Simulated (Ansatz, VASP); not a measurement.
One calculation of Cs3Rh, two programs

```
Cs Rh
1.0
     5.24296    0.00000    0.00000
     0.00000    5.24296    0.00000
     0.00000    0.00000    5.18907
Cs Rh
3 1
Direct
  0.00000 0.50000 0.50000
  0.50000 0.00000 0.50000
  0.50000 0.50000 0.00000
  0.00000 0.00000 0.00000
```

Alike in both runs: task single point; functional PBE; k mesh 4 × 4 × 4; occupations gaussian, width 0.1 eV; no spin polarisation.

|  | VASP | Ansatz |
| --- | --- | --- |
| version | VASP 6.6.1 | Ansatz 0.2.0 |
| potentials or method | VASP PAW PBE potentials, release 64 (Cs_sv, Rh_pv), cutoff 520 eV | scalar-relativistic, plane waves, PAW |
| valence electrons in the cell | 42 | 44 |

Ansatz gave:

| Item | Value |
| --- | --- |
| gap on the k mesh at the Fermi level (eV) | none |
| pressure (GPa) | 2.4 |
| traceless stress, the component that is largest in VASP (GPa) | 0.12 |

What did VASP give for the same quantities?

gap on the k mesh at the Fermi level (eV): none; pressure (GPa): 2.6; traceless stress, the component that is largest in VASP (GPa): 0.11.

A gap of «none» marks a metal or a gap that the smearing closes. VASP's potentials hold 42 valence electrons a cell and Ansatz's 44, so a difference there can come from the potentials and not from the codes.

Neither program's run includes spin-orbit coupling.
